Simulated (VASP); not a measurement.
# Rh (P6_3/mmc) in VASP: notebook

Runs on Rh. Level: PBE. Tasks: single point.

Everything below comes from runs of VASP 6.6.1. Logs are shortened: lines on timing, memory, paths and dates and some standing lists are left out, and cuts for length are marked.

### 1 The cell of the first run

Symmetry: P6_3/mmc, No. 194, hexagonal system. Conventional cell: a = 2.674 Å, b = 2.674 Å, c = 8.727 Å, α = 90.00°, β = 90.00°, γ = 120.00°. Rh (site symmetry -3m) has 12 Rh at 2.67 Å within 3.5 Å. Within 3.5 Å of Rh (site symmetry -6m2) lie 12 Rh at 2.67 Å.

This isn't the form of Rh at room conditions, which is fcc.

### 2 Single point, PBE, collinear spin, ferromagnetic start (13.51 Å³/atom)

File INCAR:

```
SYSTEM = Rh
PREC = Accurate
ENCUT = 520
EDIFF = 1E-6
ISMEAR = -1
SIGMA = 0.05
LREAL = .FALSE.
LASPH = .TRUE.
NELM = 150
ALGO = Normal
ISIF = 2
LWAVE = .FALSE.
LCHARG = .TRUE.
ISPIN = 2
MAGMOM = 1 1 1 1
LORBIT = 11
LMAXMIX = 4
GGA = PE
LELF = .TRUE.
LVHAR = .TRUE.
NBANDS = 42
```

File KPOINTS:

```
Automatic mesh
0
G
  18 18 5
  0 0 0
```

File POSCAR:

```
Rh
1.0
    2.6739701499      0.0000000000      0.0000000000
   -1.3369850749      2.3157260788      0.0000000000
    0.0000000000      0.0000000000      8.7266606708
Rh
4
Direct
    1.0000000000      1.0000000000      0.0000000000
    1.0000000000      1.0000000000      0.5000000000
    0.3333333333      0.6666666667      0.2500000000
    0.6666666667      0.3333333333      0.7500000000
```

Potentials or basis: VASP PAW PBE potentials, release 64 (Rh_pv).

The run is started by

```bash
$ cat potpaw_PBE.64/Rh_pv/POTCAR > POTCAR
$ mpirun -np 1 vasp_std > vasp.out
```

OUTCAR:

```text
SYSTEM = Rh
   PREC = Accurate
   ENCUT = 520
   EDIFF = 1E-6
   ISMEAR = -1
   LREAL = .FALSE.
   LASPH = .TRUE.
   NELM = 150
   ISIF = 2
   ISPIN = 2
   LORBIT = 11
   GGA = PE

 ion  position               nearest neighbor table
   1  0.000  0.000  0.000-   3 2.67   4 2.67   3 2.67   4 2.67   4 2.67   3 2.67
   2  0.000  0.000  0.500-   3 2.67   4 2.67   3 2.67   4 2.67   4 2.67   3 2.67
   3  0.333  0.667  0.250-   1 2.67   2 2.67   1 2.67   2 2.67   1 2.67   2 2.67
   4  0.667  0.333  0.750-   1 2.67   2 2.67   1 2.67   2 2.67   1 2.67   2 2.67

  LATTYP: Found a hexagonal cell.
 ALAT       =     2.6739701499
 C/A-ratio  =     3.2635594945

  Lattice vectors:

 A1 = (   2.6739701499,   0.0000000000,   0.0000000000)
 A2 = (  -1.3369850749,   2.3157260788,   0.0000000000)
 A3 = (   0.0000000000,   0.0000000000,   8.7266606708)

Analysis of symmetry for initial positions (statically):
=====================================================================
 Subroutine PRICEL returns:
 Original cell was already a primitive cell.

 Routine SETGRP: Setting up the symmetry group for a
 hexagonal supercell.

 Subroutine GETGRP returns: Found 24 space group operations
 (whereof 12 operations were pure point group operations)
 out of a pool of 24 trial point group operations.

The static configuration has the point symmetry D_3d.
 The point group associated with its full space group is D_6h.

Analysis of symmetry for dynamics (positions and initial velocities):
=====================================================================
 Subroutine PRICEL returns:
 Original cell was already a primitive cell.

 Routine SETGRP: Setting up the symmetry group for a
 hexagonal supercell.

 Subroutine GETGRP returns: Found 24 space group operations
 (whereof 12 operations were pure point group operations)
 out of a pool of 24 trial point group operations.

The dynamic configuration has the point symmetry D_3d.
 The point group associated with its full space group is D_6h.

Analysis of structural, dynamic, and magnetic symmetry:
=====================================================================
 Subroutine PRICEL returns:
 Original cell was already a primitive cell.

 Routine SETGRP: Setting up the symmetry group for a
 hexagonal supercell.

 Subroutine GETGRP returns: Found 24 space group operations
 (whereof 12 operations were pure point group operations)
 out of a pool of 24 trial point group operations.

The overall configuration has the point symmetry D_3d.
 The point group associated with its full space group is D_6h.

 Subroutine INISYM returns: Found 24 space group operations
 (whereof 12 operations are pure point group operations),
 and found     1 'primitive' translations

----------------------------------------------------------------------------------------

                                     Primitive cell

  volume of cell :      54.0371

  direct lattice vectors                    reciprocal lattice vectors
     2.673970150  0.000000000  0.000000000     0.373975753  0.215915002  0.000000000
    -1.336985075  2.315726079  0.000000000     0.000000000  0.431830003  0.000000000
     0.000000000  0.000000000  8.726660671     0.000000000  0.000000000  0.114591370

  length of vectors
     2.673970150  2.673970150  8.726660671     0.431830003  0.431830003  0.114591370

  position of ions in fractional coordinates (direct lattice)
     0.000000000  0.000000000  0.000000000
     0.000000000  0.000000000  0.500000000
     0.333333333  0.666666667  0.250000000
     0.666666667  0.333333333  0.750000000

  ion indices of the primitive-cell ions
   primitive index   ion index
                 1           1
                 2           2
                 3           3
                 4           4

----------------------------------------------------------------------------------------

 KPOINTS: Automatic mesh

Automatic generation of k-mesh.
 Grid dimensions read from file:
 generate k-points for:   18   18    5

 Generating k-lattice:

  Cartesian coordinates                     Fractional coordinates (reciprocal lattice)
     0.020776431  0.011995278  0.000000000     0.055555556  0.000000000  0.000000000
     0.000000000  0.023990556  0.000000000     0.000000000  0.055555556  0.000000000
     0.000000000  0.000000000  0.022918274     0.000000000  0.000000000  0.200000000

  Length of vectors
     0.023990556  0.023990556  0.022918274

  Shift w.r.t. Gamma in fractional coordinates (k-lattice)
     0.000000000  0.000000000  0.000000000

 Subroutine IBZKPT returns following result:
 ===========================================

 Found    111 irreducible k-points:

 Following reciprocal coordinates:
            Coordinates               Weight
  0.000000  0.000000  0.000000      1.000000
  0.055556  0.000000  0.000000      6.000000
  0.111111  0.000000  0.000000      6.000000
  0.166667  0.000000  0.000000      6.000000
  0.222222 -0.000000  0.000000      6.000000
  0.277778  0.000000  0.000000      6.000000
[... 16 lines left out ...]
  0.333333  0.111111  0.000000     12.000000
  0.388889  0.111111  0.000000     12.000000
 [... further k-points ...]
   k-points           NKPTS =    111   k-points in BZ     NKDIM =    111   number of bands    NBANDS=     42
   number of dos      NEDOS =    301   number of ions     NIONS =      4
   total plane-waves  NPLWV =  28000
   dimension x,y,z NGX =    20 NGY =   20 NGZ =   70
   dimension x,y,z NGXF=    40 NGYF=   40 NGZF=  140
   ions per type =               4
   NGX,Y,Z   is equivalent  to a cutoff of  12.43, 12.43, 13.34 a.u.
   NGXF,Y,Z  is equivalent  to a cutoff of  24.87, 24.87, 26.67 a.u.
 SYSTEM =  Rh
   PREC   = accura    normal or accurate (medium, high low for compatibility)
   ISTART =      0    job   : 0-new  1-cont  2-samecut
   ICHARG =      2    charge: 1-file 2-atom 10-const
   ISPIN  =      2    spin polarized calculation?
   LNONCOLLINEAR =      F non collinear calculations
   LSORBIT =      F    spin-orbit coupling
   LASPH  =      T    aspherical Exc in radial PAW
   ENCUT  =  520.0 eV  38.22 Ry    6.18 a.u.   4.97  4.97 16.23*2*pi/ulx,y,z
   NELM   =    150;   NELMIN=  2; NELMDL= -5     # of ELM steps
   EDIFF  = 0.1E-05   stopping-criterion for ELM
   LREAL  =      F    real-space projection
   EDIFFG = 0.1E-04   stopping-criterion for IOM
   NSW    =      0    number of steps for IOM
   IBRION =     -1    ionic relax: 0-MD 1-quasi-New 2-CG
   NFREE  =      0    steps in history (QN), initial steepest desc. (CG)
   ISIF   =      2    stress and relaxation
   ISYM   =      2    0-nonsym 1-usesym 2-fastsym
   POTIM  = 0.5000    time-step for ionic-motion
   TEBEG  =    0.0;   TEEND  =   0.0 temperature during run
   PSTRESS=    0.0 pullay stress
   NELECT =      60.0000    total number of electrons
   NUPDOWN=      -1.0000    fix difference up-down
   EMIN   =  10.00;   EMAX   =-10.00  energy-range for DOS
   EFERMI =   0.00;   METHOD = LEGACY
   ISMEAR =    -1;   SIGMA  =   0.05  broadening in eV -4-tet -1-fermi 0-gaus
   EFERMI_NEDOS =   21; number of points for ismear=-14 and -15
   IALGO  =     38    algorithm
   IMIX   =      4    mixing-type and parameters
     AMIX     =   0.40;   BMIX     =  1.00
     AMIX_MAG =   1.60;   BMIX_MAG =  1.00
  volume/ion in A,a.u.               =      13.51        91.17
  Fermi-wavevector in a.u.,A,eV,Ry     =   1.695227  3.203515 39.100369  2.873796
  Thomas-Fermi vector in A             =   2.776310
   LORBIT       =     11    0 simple, 1 ext, 2 COOP (PROOUT), +10 PAW based schemes
   GGA     = PE    functional components
   LHFCALC =     F    Hartree Fock is set to
   AEXX    =    0.0000 exact exchange contribution
   IVDW    =     0    specifies the selected vdW correction
   LEPSILON=     F    determine dielectric tensor
   LRPA    =     F    only Hartree local field effects (RPA)
 spin polarized calculation
  energy-cutoff  :      520.00
  volume of cell :       54.04
 maximum number of plane-waves:      1491
 NGX is ok and might be reduce to    20
   NGX =  9   NGY =  9   NGZ = 33

 number of electron      59.9999997 magnetization       0.0004789

 Free energy of the ion-electron system (eV)
  ---------------------------------------------------
  ext. energy  EPLUGINS =         0.00000000
  ---------------------------------------------------
  free energy    TOTEN  =       -28.90230189 eV

  energy without entropy =      -28.85706362  energy(sigma->0) =      -28.87968275

 E-fermi :  12.2635     XC(G=0): -14.1450

 val. band max:       12.2613650776   @ k =   0.2778   0.1111   0.0000
 cond. band min:      12.2672841338   @ k =   0.3889   0.1111   0.2000
 fundamental gap:      0.0059190562
 Fermi energy:        12.2635329658

 spin component 1

 k-point     1 :       0.0000    0.0000    0.0000
  band No.  band energies     occupation
      1     -34.9552      1.00000
      2     -34.5774      1.00000
      3     -34.5687      1.00000
      4     -34.2810      1.00000
      5     -34.2810      1.00000
      6     -34.2382      1.00000
[... 1069 lines left out ...]
     41      24.4800      0.00000
     42      26.9669      0.00000

 [... further k-points ...]

 spin component 2

 k-point     1 :       0.0000    0.0000    0.0000
  band No.  band energies     occupation
      1     -34.9552      1.00000
      2     -34.5774      1.00000
      3     -34.5686      1.00000
      4     -34.2809      1.00000
      5     -34.2809      1.00000
      6     -34.2381      1.00000
[... 1069 lines left out ...]
     41      24.4801      0.00000
     42      26.9671      0.00000

 [... further k-points ...]

------------------------ aborting loop because EDIFF is reached ----------------------------------------

  FORCE on cell =-STRESS in cart. coord.  units (eV):
  Direction    XX          YY          ZZ          XY          YZ          ZX
  --------------------------------------------------------------------------------------
  -------------------------------------------------------------------------------------
  Total        3.9719566      3.9719566      3.8379071      0.0000000      0.0000000     -0.0000000
  in kB      117.7669000    117.7669000    113.7923885      0.0000000      0.0000000     -0.0000000
  external PRESSURE =     116.4420628 kB  Pullay stress =       0.0000000 kB

 VOLUME and BASIS-vectors are now :
 -----------------------------------------------------------------------------
  energy-cutoff  :      520.00
  volume of cell :       54.04
      direct lattice vectors                 reciprocal lattice vectors
     2.673970150  0.000000000  0.000000000     0.373975753  0.215915002  0.000000000
    -1.336985075  2.315726079  0.000000000     0.000000000  0.431830003  0.000000000
     0.000000000  0.000000000  8.726660671     0.000000000  0.000000000  0.114591370

 POSITION                                       TOTAL-FORCE (eV/Angst)
 -----------------------------------------------------------------------------------
      0.00000      0.00000      0.00000        -0.000000      0.000000      0.000000
      0.00000      0.00000      4.36333        -0.000000      0.000000      0.000000
     -0.00000      1.54382      2.18167         0.000000     -0.000000     -0.000000
      1.33699      0.77191      6.54500        -0.000000     -0.000000      0.000000
 -----------------------------------------------------------------------------------
    total drift:                                0.000000     -0.000000      0.000000

  FREE ENERGIE OF THE ION-ELECTRON SYSTEM (eV)
  ---------------------------------------------------
  free  energy   TOTEN  =       -28.9023018878 eV

  energy  without entropy=      -28.8570636210  energy(sigma->0) =      -28.87968275

 total charge

# of ion       s       p       d       tot
------------------------------------------
    1        0.419   6.311   7.089  13.819
    2        0.419   6.311   7.089  13.819
    3        0.419   6.314   7.089  13.822
    4        0.419   6.314   7.089  13.822
--------------------------------------------------
tot          1.677  25.251  28.357  55.284

 magnetization (x)

# of ion       s       p       d       tot
------------------------------------------
    1        0.000  -0.000   0.000   0.000
    2        0.000  -0.000   0.000   0.000
    3        0.000  -0.000   0.000   0.000
    4        0.000  -0.000   0.000   0.000
--------------------------------------------------
tot          0.000  -0.000   0.000   0.000
```

It took 6.4 min on 1 thread of Oxide Virtual Turin-like, shared host; peak memory 0.39 GiB.

Results:

```
Free energy                                           : -28.9023 eV
Pressure                                              : 11.6 GPa
Band gap on the k mesh                                : zero (filled and empty bands overlap)
Net moment                                            : 0.00 μB per cell
Valence electrons inside the program's atomic spheres : Rh 13.82
```

Levels at points of the mesh, in eV from the Fermi level:
Spin up:
```tsv
k point	band 25	band 26	band 27	band 28	band 29	band 30	band 31	band 32	band 33	band 34
(0.00, 0.00, 0.00)	-2.83	-2.71	-2.71	-1.50	-1.50	-0.90	-0.90	-0.37	-0.37	0.43
(0.50, 0.00, 0.00)	-1.62	0.54	0.56	0.60	0.67	0.84	0.85	0.88	1.22	2.28
```
Spin down:
```
           k point  band 25  band 26  band 27  band 28  band 29  band 30  band 31  band 32  band 33  band 34
(0.00, 0.00, 0.00)    -2.83    -2.71    -2.71    -1.50    -1.50    -0.90    -0.90    -0.37    -0.37     0.43
(0.50, 0.00, 0.00)    -1.62     0.54     0.56     0.60     0.67     0.84     0.85     0.88     1.22     2.28
```

Caveat: the cell stands under pressure.

### 3 Single point, PBE, collinear spin, ferromagnetic start (15.20 Å³/atom)

This run uses another cell than the first one, of 15.20 Å³/atom.

File INCAR:

```
SYSTEM = Rh
ALGO     = Normal         ! electronic algorithm
EDIFF    = 1E-6           ! SCF threshold, eV
ENCUT    = 520            ! plane-wave cutoff, eV
GGA      = PE             ! functional
ISIF     = 2              ! what is computed and relaxed
ISMEAR   = -1             ! smearing method
ISPIN    = 2              ! spin polarisation
LASPH    = .True.         ! aspherical terms in the spheres
LCHARG   = .False.        ! write CHGCAR
LMAXMIX  = 4              ! l up to which the mixer works
LORBIT   = 11             ! projections on sites
LREAL    = .False.        ! projectors in reciprocal space
LWAVE    = .False.        ! write WAVECAR
MAGMOM   = 1 1 1 1        ! initial moments
NBANDS   = 42             ! bands
NELM     = 150            ! most SCF steps
PREC     = Accurate       ! precision mode
SIGMA    = 0.05           ! smearing width, eV
```

File KPOINTS:

```
k-points
0
Gamma
  18 18 5
  0 0 0
```

File POSCAR:

```
Rh
1.0
    2.7810410260      0.0000000000      0.0000000000
   -1.3905205130      2.4084521775      0.0000000000
    0.0000000000      0.0000000000      9.0760928453
Rh
4
Direct
    1.0000000000      1.0000000000      0.0000000000
    1.0000000000      1.0000000000      0.5000000000
    0.3333333333      0.6666666667      0.2500000000
    0.6666666667      0.3333333333      0.7500000000
```

Potentials or basis: VASP PAW PBE potentials, release 64 (Rh_pv).

The run is started by

```bash
$ cat potpaw_PBE.64/Rh_pv/POTCAR > POTCAR
$ mpirun -np 1 vasp_std > vasp.out
```

Wall time 9.5 min (1 thread of Oxide Virtual Turin-like, shared host); peak memory 0.44 GiB.

The run converged. Its results:

| Item | Value |
| --- | --- |
| Free energy | -28.7418 eV |
| Pressure | -16.0 GPa |
| Band gap on the k mesh | zero (filled and empty bands overlap) |
| Net moment | 0.00 μB per cell |
| Valence electrons inside the program's atomic spheres | Rh 13.62, 13.63 (each value once) |

Stress tensor (GPa, compression positive):
```
-15.90   0.00   0.00
  0.00 -15.90   0.00
  0.00   0.00 -16.28
```

Levels at points of the mesh, in eV from the Fermi level:
Spin up:
```tsv
k point	band 25	band 26	band 27	band 28	band 29	band 30	band 31	band 32	band 33	band 34
(0.00, 0.00, 0.00)	-2.35	-2.25	-2.25	-1.24	-1.24	-0.74	-0.74	-0.32	-0.32	0.34
(0.50, 0.00, 0.00)	-1.33	0.43	0.45	0.49	0.54	0.68	0.68	0.71	1.30	2.25
```
Spin down:
| k point | band 27 | band 28 | band 29 | band 30 | band 31 | band 32 |
| --- | --- | --- | --- | --- | --- | --- |
| (0.00, 0.00, 0.00) | -2.25 | -1.24 | -1.24 | -0.74 | -0.74 | -0.31 |
| (0.50, 0.00, 0.00) | 0.45 | 0.49 | 0.54 | 0.68 | 0.68 | 0.71 |

Caveat: the cell stands under tension.
